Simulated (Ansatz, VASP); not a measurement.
Sb: VASP beside Ansatz

```
Sb
1.0
     3.06376    0.00000    0.01267
     0.00000    4.32561    0.00000
    -0.02031    0.00000    4.32640
Sb
2
Direct
  0.99993 0.75000 0.74998
  0.00007 0.25000 0.25002
```

Alike in both runs: functional PBEsol; k mesh 14 × 10 × 10; occupations gaussian, width 0.1 eV; no spin polarisation.

Ansatz relaxed the structure, and its values are those at the end. VASP's run is a single point on that final structure, the one shown.

```csv
,VASP,Ansatz
version,VASP 6.6.1,Ansatz 0.2.0
potentials or method,"VASP PAW PBE potentials, release 64 (Sb), cutoff 520 eV","scalar-relativistic, plane waves, PAW"
valence electrons in the cell,10,30
```

```csv
,VASP,Ansatz,Ansatz less VASP
gap on the k mesh at the Fermi level (eV),none,none,-
pressure (GPa),0.1,0.0,-0.12
```

VASP's potentials were made for PBE, not for PBEsol. A gap of «none» marks a metal or a gap that the smearing closes. VASP's potentials hold 10 valence electrons a cell and Ansatz's 30, so a difference there can come from the potentials and not from the codes.

Spin-orbit coupling is off throughout.
